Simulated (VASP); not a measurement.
# Si2Ni (I4/mmm) in VASP: further runs, part 2 of 2

VASP 6.6.1.

### 4 Single point, PBE

This run uses another cell than the first one, of the same volume but with other edges.

Input file INCAR:

```
PREC = Accurate
ENCUT = 520
EDIFF = 1E-6
ISMEAR = 0
SIGMA = 0.15
LREAL = F
LASPH = T
NELM = 100
ALGO = Normal
ISIF = 2
LWAVE = F
LCHARG = F
GGA = PE
NBANDS = 16
```

Input file KPOINTS:

```
Automatic mesh
0
Gamma
  16 16 16
```

Input file POSCAR:

```
Si2Ni
1.0
    0.0000000000      2.8750176492      2.4437650018
    2.8750176492      0.0000000000      2.4437650018
    2.8750176492      2.8750176492      0.0000000000
Si Ni
2 1
Direct
    0.2500000000      0.2500000000      0.2500000000
    0.7500000000      0.7500000000      0.7500000000
    0.0000000000      0.0000000000      0.0000000000
```

Potentials or basis: VASP PAW PBE potentials, release 64 (Si, Ni).

The run is started by

```
cat potpaw_PBE.64/Si/POTCAR potpaw_PBE.64/Ni/POTCAR > POTCAR
mpirun -np 1 vasp_std > vasp.out
```

OUTCAR:

```text
PREC = Accurate
   ENCUT = 520
   EDIFF = 1E-6
   ISMEAR = 0
   LREAL = F
   LASPH = T
   NELM = 100
   ISIF = 2
   GGA = PE

 ion  position               nearest neighbor table
   1  0.250  0.250  0.250-   3 2.37   3 2.37   3 2.37   3 2.37   2 2.44   2 2.44   2 2.88   2 2.88
                             2 2.88   2 2.88
   2  0.750  0.750  0.750-   3 2.37   3 2.37   3 2.37   3 2.37   1 2.44   1 2.44   1 2.88   1 2.88
                             1 2.88   1 2.88
   3  0.000  0.000  0.000-   2 2.37   2 2.37   2 2.37   1 2.37   2 2.37   1 2.37   1 2.37   1 2.37

  LATTYP: Found a body centered tetragonal cell.
 ALAT       =     4.0658889516
 C/A-ratio  =     1.2020815280

  Lattice vectors:

 A1 = (   0.0000000000,  -2.8750176492,  -2.4437650018)
 A2 = (   0.0000000000,   2.8750176492,  -2.4437650018)
 A3 = (   2.8750176492,   0.0000000000,   2.4437650018)

Analysis of symmetry for initial positions (statically):
=====================================================================
 Subroutine PRICEL returns:
 Original cell was already a primitive cell.

 Routine SETGRP: Setting up the symmetry group for a
 body centered tetragonal supercell.

 Subroutine GETGRP returns: Found 16 space group operations
 (whereof 16 operations were pure point group operations)
 out of a pool of 16 trial point group operations.

The static configuration has the point symmetry D_4h.

Analysis of symmetry for dynamics (positions and initial velocities):
=====================================================================
 Subroutine PRICEL returns:
 Original cell was already a primitive cell.

 Routine SETGRP: Setting up the symmetry group for a
 body centered tetragonal supercell.

 Subroutine GETGRP returns: Found 16 space group operations
 (whereof 16 operations were pure point group operations)
 out of a pool of 16 trial point group operations.

The dynamic configuration has the point symmetry D_4h.

 Subroutine INISYM returns: Found 16 space group operations
 (whereof 16 operations are pure point group operations),
 and found     1 'primitive' translations

----------------------------------------------------------------------------------------

                                     Primitive cell

  volume of cell :      40.3990

  direct lattice vectors                    reciprocal lattice vectors
     0.000000000  2.875017649  2.443765002    -0.173911976  0.173911976  0.204602325
     2.875017649  0.000000000  2.443765002     0.173911976 -0.173911976  0.204602325
     2.875017649  2.875017649  0.000000000     0.173911976  0.173911976 -0.204602325

  length of vectors
     3.773289529  3.773289529  4.065888952     0.319926338  0.319926338  0.319926338

  position of ions in fractional coordinates (direct lattice)
     0.250000000  0.250000000  0.250000000
     0.750000000  0.750000000  0.750000000
     0.000000000  0.000000000  0.000000000

  ion indices of the primitive-cell ions
   primitive index   ion index
                 1           1
                 2           2
                 3           3

----------------------------------------------------------------------------------------

 KPOINTS: Automatic mesh

Automatic generation of k-mesh.
 Grid dimensions read from file:
 generate k-points for:   16   16   16

 Generating k-lattice:

  Cartesian coordinates                     Fractional coordinates (reciprocal lattice)
    -0.010869498  0.010869498  0.012787645     0.062500000  0.000000000  0.000000000
     0.010869498 -0.010869498  0.012787645     0.000000000  0.062500000  0.000000000
     0.010869498  0.010869498 -0.012787645     0.000000000  0.000000000  0.062500000

  Length of vectors
     0.019995396  0.019995396  0.019995396

  Shift w.r.t. Gamma in fractional coordinates (k-lattice)
     0.000000000  0.000000000  0.000000000

 Subroutine IBZKPT returns following result:
 ===========================================

 Found    349 irreducible k-points:

 Following reciprocal coordinates:
            Coordinates               Weight
  0.000000  0.000000  0.000000      1.000000
  0.062500 -0.000000  0.000000      8.000000
  0.125000 -0.000000  0.000000      8.000000
  0.187500 -0.000000  0.000000      8.000000
  0.250000 -0.000000  0.000000      8.000000
  0.312500  0.000000  0.000000      8.000000
[... 16 lines left out ...]
 -0.125000  0.062500  0.000000      8.000000
 -0.062500  0.062500  0.000000      4.000000
 [... further k-points ...]
   k-points           NKPTS =    349   k-points in BZ     NKDIM =    349   number of bands    NBANDS=     16
   number of dos      NEDOS =    301   number of ions     NIONS =      3
   total plane-waves  NPLWV =  23520
   dimension x,y,z NGX =    28 NGY =   28 NGZ =   30
   dimension x,y,z NGXF=    56 NGYF=   56 NGZF=   60
   ions per type =               2   1
   NGX,Y,Z   is equivalent  to a cutoff of  12.34, 12.34, 12.27 a.u.
   NGXF,Y,Z  is equivalent  to a cutoff of  24.67, 24.67, 24.53 a.u.
 SYSTEM =  unknown system
   PREC   = accura    normal or accurate (medium, high low for compatibility)
   ISTART =      0    job   : 0-new  1-cont  2-samecut
   ICHARG =      2    charge: 1-file 2-atom 10-const
   ISPIN  =      1    spin polarized calculation?
   LNONCOLLINEAR =      F non collinear calculations
   LSORBIT =      F    spin-orbit coupling
   LASPH  =      T    aspherical Exc in radial PAW
   ENCUT  =  520.0 eV  38.22 Ry    6.18 a.u.   7.02  7.02  7.56*2*pi/ulx,y,z
   NELM   =    100;   NELMIN=  2; NELMDL= -5     # of ELM steps
   EDIFF  = 0.1E-05   stopping-criterion for ELM
   LREAL  =      F    real-space projection
   EDIFFG = 0.1E-04   stopping-criterion for IOM
   NSW    =      0    number of steps for IOM
   IBRION =     -1    ionic relax: 0-MD 1-quasi-New 2-CG
   NFREE  =      0    steps in history (QN), initial steepest desc. (CG)
   ISIF   =      2    stress and relaxation
   ISYM   =      2    0-nonsym 1-usesym 2-fastsym
   POTIM  = 0.5000    time-step for ionic-motion
   TEBEG  =    0.0;   TEEND  =   0.0 temperature during run
   PSTRESS=    0.0 pullay stress
   NELECT =      18.0000    total number of electrons
   NUPDOWN=      -1.0000    fix difference up-down
   EMIN   =  10.00;   EMAX   =-10.00  energy-range for DOS
   EFERMI =   0.00;   METHOD = LEGACY
   ISMEAR =     0;   SIGMA  =   0.15  broadening in eV -4-tet -1-fermi 0-gaus
   EFERMI_NEDOS =   21; number of points for ismear=-14 and -15
   IALGO  =     38    algorithm
   IMIX   =      4    mixing-type and parameters
     AMIX     =   0.40;   BMIX     =  1.00
     AMIX_MAG =   1.60;   BMIX_MAG =  1.00
  volume/ion in A,a.u.               =      13.47        90.88
  Fermi-wavevector in a.u.,A,eV,Ry     =   1.250380  2.362876 21.272046  1.563451
  Thomas-Fermi vector in A             =   2.384377
   LORBIT       =      0    0 simple, 1 ext, 2 COOP (PROOUT), +10 PAW based schemes
   GGA     = PE    functional components
   LHFCALC =     F    Hartree Fock is set to
   AEXX    =    0.0000 exact exchange contribution
   IVDW    =     0    specifies the selected vdW correction
   LEPSILON=     F    determine dielectric tensor
   LRPA    =     F    only Hartree local field effects (RPA)
 non-spin polarized calculation
 Gauss-broadening in eV      SIGMA  =   0.15
  energy-cutoff  :      520.00
  volume of cell :       40.40
 maximum number of plane-waves:      1109
   NGX = 15   NGY = 15   NGZ = 15

 number of electron      17.9999993 magnetization

 Free energy of the ion-electron system (eV)
  ---------------------------------------------------
  ext. energy  EPLUGINS =         0.00000000
  ---------------------------------------------------
  free energy    TOTEN  =       -17.22808047 eV

  energy without entropy =      -17.21987620  energy(sigma->0) =      -17.22397833

 E-fermi :   9.9085     XC(G=0): -11.4933

 val. band max:        9.8982768301   @ k =   0.5000   0.2500   0.0625
 cond. band min:       9.9167790843   @ k =   0.2500   0.0625   0.1875
 fundamental gap:      0.0185022542
 Fermi energy:         9.9084883806

 k-point     1 :       0.0000    0.0000    0.0000
  band No.  band energies     occupation
      1      -3.6291      2.00000
      2       4.7107      2.00000
      3       5.3507      2.00000
      4       5.3507      2.00000
      5       6.5298      2.00000
      6       6.9459      2.00000
[... 433 lines left out ...]
      3       5.1511      2.00000
      4       5.4060      2.00000
      5       6.4659      2.00000
      6       6.9220      2.00000
[... 8 lines left out ...]
     15      14.8111      0.00000
     16      17.0545      0.00000

 [... further k-points ...]

------------------------ aborting loop because EDIFF is reached ----------------------------------------

  FORCE on cell =-STRESS in cart. coord.  units (eV):
  Direction    XX          YY          ZZ          XY          YZ          ZX
  --------------------------------------------------------------------------------------
  -------------------------------------------------------------------------------------
  Total       -1.0514524     -1.0514524      2.3692506      0.0000000     -0.0000000     -0.0000000
  in kB      -41.6993911    -41.6993911     93.9617549      0.0000000     -0.0000000     -0.0000000
  external PRESSURE =       3.5209909 kB  Pullay stress =       0.0000000 kB

 VOLUME and BASIS-vectors are now :
 -----------------------------------------------------------------------------
  energy-cutoff  :      520.00
  volume of cell :       40.40
      direct lattice vectors                 reciprocal lattice vectors
     0.000000000  2.875017649  2.443765002    -0.173911976  0.173911976  0.204602325
     2.875017649  0.000000000  2.443765002     0.173911976 -0.173911976  0.204602325
     2.875017649  2.875017649  0.000000000     0.173911976  0.173911976 -0.204602325

 POSITION                                       TOTAL-FORCE (eV/Angst)
 -----------------------------------------------------------------------------------
      1.43751      1.43751      1.22188        -0.000000     -0.000000      0.000000
      4.31253      4.31253      3.66565         0.000000      0.000000     -0.000000
      0.00000      0.00000      0.00000        -0.000000      0.000000     -0.000000
 -----------------------------------------------------------------------------------
    total drift:                               -0.000000     -0.000000      0.000000

  FREE ENERGIE OF THE ION-ELECTRON SYSTEM (eV)
  ---------------------------------------------------
  free  energy   TOTEN  =       -17.2280804684 eV

  energy  without entropy=      -17.2198761982  energy(sigma->0) =      -17.22397833
```

Wall time 2 min (1 thread of Intel Xeon Platinum 8488C (Sapphire Rapids), shared host); peak memory 0.33 GiB.

What came out:

```
Free energy            : -17.2281 eV
Pressure               : 0.4 GPa
Band gap on the k mesh : zero (band 9 reaches 11.68 eV, above the bottom of band 10 at 9.02 eV)
```

 Spin polarisation is off, so any magnetic state and its effect on volume and gap are missing.

### 5 Summary

```tsv
cell	gap on the mesh (eV)	pressure (GPa)
a = 3.744, b = 3.744, c = 4.323 Å, angles 54.7, 54.7, 70.5°, 3 atoms	none	10.1
a = 4.202, b = 4.202, c = 3.431 Å, angles 65.9, 65.9, 48.2°, 3 atoms	none	4.9
a = 3.773, b = 3.773, c = 4.066 Å, angles 57.4, 57.4, 65.2°, 3 atoms	none	0.4
```

Alike in all rows: task single point; level PBE; potentials or basis VASP PAW PBE potentials, release 64 (Si, Ni); no spin polarisation; k mesh 16 × 16 × 16; cutoff (eV) 520; smearing gaussian 0.15 eV.

Absolute energies hang on the potentials; compare differences alone.
